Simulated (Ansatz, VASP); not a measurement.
# One calculation of V, two programs

File INCAR:

```
SYSTEM = V
PREC     = Accurate       ! precision mode
ENCUT    = 600            ! plane-wave cutoff, eV
EDIFF    = 1E-7           ! SCF threshold, eV
ISMEAR   = 0              ! smearing method
SIGMA    = 0.1            ! smearing width, eV
LREAL    = .FALSE.        ! projectors in reciprocal space
LASPH    = .TRUE.         ! aspherical terms in the spheres
NELM     = 60             ! most SCF steps
ALGO     = Fast           ! electronic algorithm
ISIF     = 3              ! what is computed and relaxed
LWAVE    = .FALSE.        ! write WAVECAR
LCHARG   = .FALSE.        ! write CHGCAR
GGA      = PE             ! functional
IBRION   = 2              ! ionic algorithm
NSW      = 80             ! ionic steps
EDIFFG   = -0.003         ! ionic threshold
```

KPOINTS

```
regular mesh
0
G
  60 60 60
  0 0 0
```

The input POSCAR:

```
V
1.0
   -1.5000000000      1.5000000000      1.5000000000
    1.5000000000     -1.5000000000      1.5000000000
    1.5000000000      1.5000000000     -1.5000000000
V
1
Direct
    0.0000000000      0.0000000000      0.0000000000
```

Input for Ansatz:

```yaml
crystal:
  lattice:
    - [-1.5, 1.5, 1.5]
    - [1.5, -1.5, 1.5]
    - [1.5, 1.5, -1.5]
  atoms:
    - { symbol: V, position: [0.0, 0.0, 0.0] }
scf:
  occupations: { method: gaussian, width: 0.1 }
output:
  forces: true
  stress: true
  eigenvalues: true
  write_density: true
  write_potential: true
  elf: true
  volumetric_format: npy
kpoints:
  mp_grid: { grid: [60, 60, 60] }
hamiltonian:
  xc: pbe
relax:
  f_tol: 0.003
  max_steps: 60
  cell: { stress_tol: 0.02 }
```

Alike in both runs: task relaxation of cell and atoms; functional PBE; k mesh 60 × 60 × 60; occupations gaussian, width 0.1 eV; no spin polarisation.

|  | VASP | Ansatz |
| --- | --- | --- |
| version | VASP 6.6.1 | Ansatz 0.2.0 |
| potentials or method | VASP PAW PBE potentials, release 64 (V_sv) | scalar-relativistic, plane waves, PAW |
| plane-wave cutoff (eV) | 600 | 420 |
| valence electrons in the cell | 13 | 13 |

Ansatz gave:

* gap on the k mesh at the Fermi level, each at its own relaxed structure (eV): none
* relaxed volume (Å³/atom): 13.46
* relaxed length of the cell vector where the two differ most in proportion (Å): 2.595

Question: Which values does VASP return?

Answer: gap on the k mesh at the Fermi level, each at its own relaxed structure (eV): none; relaxed volume (Å³/atom): 13.47; relaxed length of the cell vector where the two differ most in proportion (Å): 2.596.

A gap of «none» marks a metal or a gap that the smearing closes.
